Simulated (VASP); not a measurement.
Input of a VASP 6.6.1 run:

POSCAR

```
Ni
1.0
    0.0000000000      1.7392116818      1.7392116818
    1.7392116818      0.0000000000      1.7392116818
    1.7392116818      1.7392116818      0.0000000000
Ni
1
Direct
    0.0000000000      0.0000000000      0.0000000000
```

Contents of INCAR.step1:

```
SYSTEM = Ni
ALGO = Normal
EDIFF = 1E-4
ENCUT = 520
GGA = PE
ISMEAR = 0
LASPH = .TRUE.
LCHARG = .FALSE.
LREAL = .FALSE.
LWAVE = .TRUE.
NBANDS = 11
NELM = 80
PREC = Accurate
SIGMA = 0.05
```

INCAR.step2

```
SYSTEM = Ni
ALGO = Normal
EDIFF = 1E-6
ENCUT = 520
ISIF = 2
ISMEAR = 0
ISTART = 1
LASPH = .TRUE.
LCHARG = .FALSE.
LMIXTAU = .TRUE.
LREAL = .FALSE.
LWAVE = .FALSE.
METAGGA = R2SCAN
NBANDS = 11
NELM = 80
PREC = Accurate
SIGMA = 0.05
```

KPOINTS

```
k-points
0
G
  22 22 22
  0 0 0
```

Potentials or basis: VASP PAW PBE potentials, release 64 (Ni).

Run with:

```console
$ cat potpaw_PBE.64/Ni/POTCAR > POTCAR
$ cp INCAR.step1 INCAR
$ mpirun -np 1 vasp_std > vasp.out
$ cp INCAR.step2 INCAR
$ mpirun -np 1 vasp_std > vasp.out
```

Q: Predict the band gap on the k mesh.

A: Zero (band 5 reaches 9.65 eV, above the bottom of band 6 at 8.52 eV).

Q: What does it give for the pressure?

A: -2.3 GPa.

Caveat: the PAW data sets were made with another functional, which shifts forces and pressure a little; the run has no spin polarisation, though such a crystal can be magnetic. Spin polarisation is off, so any magnetic state and its effect on volume and gap are missing.
